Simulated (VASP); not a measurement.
# WS2 in VASP: single point with PBE+D3(BJ)

Aim: the single point of WS2 with PBE+D3(BJ).

Everything below comes from runs of VASP 6.6.1. Logs are shortened: lines on timing, memory, paths and dates and some standing lists are left out, and cuts for length are marked.

## (1) The cell of the first run

The cell holds a slab with vacuum, 6 atoms: a = 3.160 Å, b = 3.160 Å, c = 23.804 Å, α = 90.00°, β = 90.00°, γ = 120.00°.

## (2) Single point, PBE+D3(BJ) (layers slid over each other)

Input file INCAR:

```
PREC     = Accurate       # precision mode
ENCUT    = 520            # plane-wave cutoff, eV
EDIFF    = 1E-7           # SCF threshold, eV
ISMEAR   = 0              # smearing method
SIGMA    = 0.05           # smearing width, eV
LREAL    = F              # projectors in reciprocal space
LASPH    = T              # aspherical terms in the spheres
NELM     = 100            # most SCF steps
ALGO     = Normal         # electronic algorithm
ISIF     = 2              # what is computed and relaxed
LWAVE    = F              # write WAVECAR
LCHARG   = F              # write CHGCAR
LDIPOL   = T            
IDIPOL   = 3            
DIPOL    = 0.5 0.5 0.402
GGA      = PE             # functional
IVDW     = 12             # dispersion correction
NBANDS   = 35             # bands
```

Input file KPOINTS:

```
Automatic mesh
0
Gamma
  9 9 1
```

Input file POSCAR:

```
WS2
1.0
    3.1595456682      0.0000000000      0.0000000000
   -1.5797728341      2.7362468131      0.0000000000
    0.0000000000      0.0000000000     23.8042574330
S W
4 2
Direct
    0.3333333333      0.6666666667      0.1890418137
    0.3333333333      0.6666666667      0.3214605092
    0.3333333333      1.1666666667      0.4827761903
    0.3333333333      1.1666666667      0.6151948858
    0.6666666667      0.3333333333      0.2552511584
    0.6666666667      0.8333333333      0.5489855349
```

Potentials or basis: VASP PAW PBE potentials, release 64 (S, W_sv).

The run is started by

```console
cat potpaw_PBE.64/S/POTCAR potpaw_PBE.64/W_sv/POTCAR > POTCAR
mpirun -np 1 vasp_std > vasp.out
```

OUTCAR:

```text
PREC = Accurate
   ENCUT = 520
   EDIFF = 1E-7
   ISMEAR = 0
   LREAL = F
   LASPH = T
   NELM = 100
   ISIF = 2
   GGA = PE
   IVDW = 12
 IVDW          = 12

 ion  position               nearest neighbor table
   1  0.333  0.667  0.189-   5 2.41   5 2.41   5 2.41
   2  0.333  0.667  0.321-   5 2.41   5 2.41   5 2.41
   3  0.333  0.167  0.483-   6 2.41   6 2.41   6 2.41
   4  0.333  0.167  0.615-   6 2.41   6 2.41   6 2.41
   5  0.667  0.333  0.255-   1 2.41   1 2.41   1 2.41   2 2.41   2 2.41   2 2.41
   6  0.667  0.833  0.549-   3 2.41   3 2.41   3 2.41   4 2.41   4 2.41   4 2.41

  LATTYP: Found a hexagonal cell.
 ALAT       =     3.1595456682
 C/A-ratio  =     7.5340760770

  Lattice vectors:

 A1 = (   3.1595456682,   0.0000000000,   0.0000000000)
 A2 = (  -1.5797728341,   2.7362468131,   0.0000000000)
 A3 = (   0.0000000000,   0.0000000000,  23.8042574330)

Analysis of symmetry for initial positions (statically):
=====================================================================
 Subroutine PRICEL returns:
 Original cell was already a primitive cell.

 Routine SETGRP: Setting up the symmetry group for a
 hexagonal supercell.

 Subroutine GETGRP returns: Found  4 space group operations
 (whereof  2 operations were pure point group operations)
 out of a pool of 24 trial point group operations.

The static configuration has the point symmetry C_1h.
 The point group associated with its full space group is C_2v.

Analysis of symmetry for dynamics (positions and initial velocities):
=====================================================================
 Subroutine PRICEL returns:
 Original cell was already a primitive cell.

 Routine SETGRP: Setting up the symmetry group for a
 hexagonal supercell.

 Subroutine GETGRP returns: Found  4 space group operations
 (whereof  2 operations were pure point group operations)
 out of a pool of 24 trial point group operations.

The dynamic configuration has the point symmetry C_1h.
 The point group associated with its full space group is C_2v.

 Subroutine INISYM returns: Found  4 space group operations
 (whereof  2 operations are pure point group operations),
 and found     1 'primitive' translations

----------------------------------------------------------------------------------------

                                     Primitive cell

  volume of cell :     205.7949

  direct lattice vectors                    reciprocal lattice vectors
     3.159545668  0.000000000  0.000000000     0.316501201  0.182732054  0.000000000
    -1.579772834  2.736246813  0.000000000     0.000000000  0.365464108  0.000000000
     0.000000000  0.000000000 23.804257433     0.000000000  0.000000000  0.042009292

  length of vectors
     3.159545668  3.159545668 23.804257433     0.365464108  0.365464108  0.042009292

  position of ions in fractional coordinates (direct lattice)
     0.333333333  0.666666667  0.189041814
     0.333333333  0.666666667  0.321460509
     0.333333333  0.166666667  0.482776190
     0.333333333  0.166666667  0.615194886
     0.666666667  0.333333333  0.255251158
     0.666666667  0.833333333  0.548985535

  ion indices of the primitive-cell ions
   primitive index   ion index
                 1           1
                 2           2
                 3           3
                 4           4
                 5           5
                 6           6

----------------------------------------------------------------------------------------

 KPOINTS: Automatic mesh

Automatic generation of k-mesh.
 Grid dimensions read from file:
 generate k-points for:    9    9    1

 Generating k-lattice:

  Cartesian coordinates                     Fractional coordinates (reciprocal lattice)
     0.035166800  0.020303562  0.000000000     0.111111111 -0.000000000  0.000000000
     0.000000000  0.040607123  0.000000000     0.000000000  0.111111111  0.000000000
     0.000000000  0.000000000  0.042009292     0.000000000  0.000000000  1.000000000

  Length of vectors
     0.040607123  0.040607123  0.042009292

  Shift w.r.t. Gamma in fractional coordinates (k-lattice)
     0.000000000  0.000000000  0.000000000

 Subroutine IBZKPT returns following result:
 ===========================================

 Found     25 irreducible k-points:

 Following reciprocal coordinates:
            Coordinates               Weight
  0.000000  0.000000  0.000000      1.000000
  0.111111  0.000000  0.000000      2.000000
  0.000000  0.111111  0.000000      4.000000
  0.222222 -0.000000  0.000000      2.000000
  0.000000  0.222222  0.000000      4.000000
  0.333333  0.000000  0.000000      2.000000
[... 16 lines left out ...]
 -0.222222 -0.444444  0.000000      4.000000
  0.444444  0.333333  0.000000      4.000000
   k-points           NKPTS =     25   k-points in BZ     NKDIM =     25   number of bands    NBANDS=     35
   number of dos      NEDOS =    301   number of ions     NIONS =      6
   total plane-waves  NPLWV = 103680
   dimension x,y,z NGX =    24 NGY =   24 NGZ =  180
   dimension x,y,z NGXF=    48 NGYF=   48 NGZF=  360
   ions per type =               4   2
   NGX,Y,Z   is equivalent  to a cutoff of  12.63, 12.63, 12.57 a.u.
   NGXF,Y,Z  is equivalent  to a cutoff of  25.26, 25.26, 25.14 a.u.
 SYSTEM =  unknown system
   PREC   = accura    normal or accurate (medium, high low for compatibility)
   ISTART =      0    job   : 0-new  1-cont  2-samecut
   ICHARG =      2    charge: 1-file 2-atom 10-const
   ISPIN  =      1    spin polarized calculation?
   LNONCOLLINEAR =      F non collinear calculations
   LSORBIT =      F    spin-orbit coupling
   LASPH  =      T    aspherical Exc in radial PAW
   ENCUT  =  520.0 eV  38.22 Ry    6.18 a.u.   5.87  5.87 44.26*2*pi/ulx,y,z
   NELM   =    100;   NELMIN=  2; NELMDL= -5     # of ELM steps
   EDIFF  = 0.1E-06   stopping-criterion for ELM
   LREAL  =      F    real-space projection
   EDIFFG = 0.1E-05   stopping-criterion for IOM
   NSW    =      0    number of steps for IOM
   IBRION =     -1    ionic relax: 0-MD 1-quasi-New 2-CG
   NFREE  =      0    steps in history (QN), initial steepest desc. (CG)
   ISIF   =      2    stress and relaxation
   ISYM   =      2    0-nonsym 1-usesym 2-fastsym
   POTIM  = 0.5000    time-step for ionic-motion
   TEBEG  =    0.0;   TEEND  =   0.0 temperature during run
   PSTRESS=    0.0 pullay stress
   NELECT =      52.0000    total number of electrons
   NUPDOWN=      -1.0000    fix difference up-down
   EMIN   =  10.00;   EMAX   =-10.00  energy-range for DOS
   EFERMI =   0.00;   METHOD = LEGACY
   ISMEAR =     0;   SIGMA  =   0.05  broadening in eV -4-tet -1-fermi 0-gaus
   EFERMI_NEDOS =   21; number of points for ismear=-14 and -15
   IALGO  =     38    algorithm
   IMIX   =      4    mixing-type and parameters
     AMIX     =   0.40;   BMIX     =  1.00
     AMIX_MAG =   1.60;   BMIX_MAG =  1.00
  volume/ion in A,a.u.               =      34.30       231.46
  Fermi-wavevector in a.u.,A,eV,Ry     =   1.034978  1.955825 14.574280  1.071179
  Thomas-Fermi vector in A             =   2.169299
   LORBIT       =      0    0 simple, 1 ext, 2 COOP (PROOUT), +10 PAW based schemes
   GGA     = PE    functional components
   LHFCALC =     F    Hartree Fock is set to
   AEXX    =    0.0000 exact exchange contribution
   IVDW    =    12    specifies the selected vdW correction
   LEPSILON=     F    determine dielectric tensor
   LRPA    =     F    only Hartree local field effects (RPA)
 non-spin polarized calculation
 Gauss-broadening in eV      SIGMA  =   0.05
  energy-cutoff  :      520.00
  volume of cell :      205.79
 maximum number of plane-waves:      5566
   NGX = 11   NGY = 11   NGZ = 89

 dipolmoment           0.000000      0.000000      0.000086 electrons x Angstroem

 number of electron      51.9999994 magnetization

 dipolmoment           0.000000      0.000000     -0.000003 electrons x Angstroem

 Free energy of the ion-electron system (eV)
  ---------------------------------------------------
  ext. energy  EPLUGINS =         0.00000000
  ---------------------------------------------------
  free energy    TOTEN  =       -47.33426331 eV

  energy without entropy =      -47.33426331  energy(sigma->0) =      -47.33426331

 E-fermi :   1.1529     XC(G=0):  -6.2063

 val. band max:        0.8686667376   @ k =   0.0000   0.0000   0.0000
 cond. band min:       2.7353357173   @ k =   0.3333   0.3333   0.0000
 fundamental gap:      1.8666689797
 Fermi energy:         1.1529383027

 k-point     1 :       0.0000    0.0000    0.0000
  band No.  band energies     occupation
      1     -73.1951      2.00000
      2     -73.1950      2.00000
      3     -37.4467      2.00000
      4     -37.4467      2.00000
      5     -37.2725      2.00000
      6     -37.2725      2.00000
[... 27 lines left out ...]
     34       3.8911      0.00000
     35       5.8474      0.00000

 k-point     2 :       0.1111    0.0000    0.0000
  band No.  band energies     occupation
      1     -73.1929      2.00000
      2     -73.1929      2.00000
      3     -37.4390      2.00000
      4     -37.4390      2.00000
      5     -37.3153      2.00000
      6     -37.3152      2.00000
[... 27 lines left out ...]
     34       4.1207      0.00000
     35       6.2146      0.00000

 k-point     3 :       0.0000    0.1111    0.0000
  band No.  band energies     occupation
      1     -73.1929      2.00000
      2     -73.1929      2.00000
      3     -37.4390      2.00000
      4     -37.4390      2.00000
      5     -37.3153      2.00000
      6     -37.3153      2.00000
[... 27 lines left out ...]
     34       4.1110      0.00000
     35       6.2150      0.00000
[... 723 lines left out ...]
 k-point    23 :      -0.2222   -0.4444    0.0000
  band No.  band energies     occupation
      1     -73.1753      2.00000
      2     -73.1753      2.00000
      3     -37.5756      2.00000
      4     -37.5755      2.00000
      5     -37.4409      2.00000
      6     -37.4408      2.00000
[... 27 lines left out ...]
     34       6.0397      0.00000
     35       7.0885      0.00000

 k-point    24 :       0.4444    0.3333    0.0000
  band No.  band energies     occupation
      1     -73.1753      2.00000
      2     -73.1753      2.00000
      3     -37.5756      2.00000
      4     -37.5755      2.00000
      5     -37.4409      2.00000
      6     -37.4408      2.00000
[... 27 lines left out ...]
     34       6.0536      0.00000
     35       7.0954      0.00000

 [... further k-points ...]

------------------------ aborting loop because EDIFF is reached ----------------------------------------

 vacuum level on the upper side and lower side of the slab       (xc-potential included)        -0.084        -0.084

 Edisp (eV)   -2.05352

 E8    (eV) :    -0.8930

  FORCE on cell =-STRESS in cart. coord.  units (eV):
  Direction    XX          YY          ZZ          XY          YZ          ZX
  --------------------------------------------------------------------------------------
  -------------------------------------------------------------------------------------
  Total      -0.20081    -0.18854    -0.67349    -0.01063     0.00000     0.00000
  in kB      -1.56337    -1.46785    -5.24331    -0.08272     0.00000     0.00000
  external pressure =       -2.76 kB  Pullay stress =        0.00 kB

 VOLUME and BASIS-vectors are now :
 -----------------------------------------------------------------------------
  energy-cutoff  :      520.00
  volume of cell :      205.79
      direct lattice vectors                 reciprocal lattice vectors
     3.159545668  0.000000000  0.000000000     0.316501201  0.182732054  0.000000000
    -1.579772834  2.736246813  0.000000000     0.000000000  0.365464108  0.000000000
     0.000000000  0.000000000 23.804257433     0.000000000  0.000000000  0.042009292

 POSITION                                       TOTAL-FORCE (eV/Angst)
 -----------------------------------------------------------------------------------
     -0.00000      1.82416      4.50000         0.000326      0.000188      0.003527
     -0.00000      1.82416      7.65213        -0.000578     -0.000334      0.072428
      0.78989      0.45604     11.49213        -0.000578     -0.000334     -0.072428
      0.78989      0.45604     14.64426         0.000326      0.000188     -0.003527
      1.57977      0.91208      6.07606         0.000252      0.000146      0.039744
      0.78989      2.28021     13.06819         0.000252      0.000146     -0.039744
 -----------------------------------------------------------------------------------
    total drift:                               -0.000021     -0.000012     -0.000413

  FREE ENERGIE OF THE ION-ELECTRON SYSTEM (eV)
  ---------------------------------------------------
  free  energy   TOTEN  =       -49.3877873488 eV

  energy  without entropy=      -49.3877873488  energy(sigma->0) =      -49.38778735

 vacuum level on the upper side and lower side of the slab         6.401         6.402
```

Run time: 3 min. Hardware: 1 thread of Intel Xeon 6975P-C (Granite Rapids), shared host; peak memory 0.37 GiB.

What came out:

```
Free energy                : -49.3878 eV
Largest force              : 0.072 eV/Å
Band gap on the k mesh     : 1.87 eV (least direct gap 1.92 eV)
Dispersion energy per atom : -0.342 eV
```

Forces on the atoms (eV/Å):
```
S    0.000  0.000  0.004
S   -0.001  0.000  0.072
S   -0.001  0.000 -0.072
S    0.000  0.000 -0.004
W    0.000  0.000  0.040
W    0.000  0.000 -0.040
```

Levels at points of the mesh, in eV from the valence-band top:
| k point | band 23 | band 24 | band 25 | band 26 | band 27 | band 28 | band 29 | band 30 |
| --- | --- | --- | --- | --- | --- | --- | --- | --- |
| (0.00, 0.00, 0.00) | -1.62 | -1.62 | -0.33 | 0.00 | 2.87 | 2.88 | 2.88 | 2.89 |

Caveat: the cell differs from its parent crystal (layers slid over each other); spin-orbit coupling is left out, which moves the levels of the heavy elements.
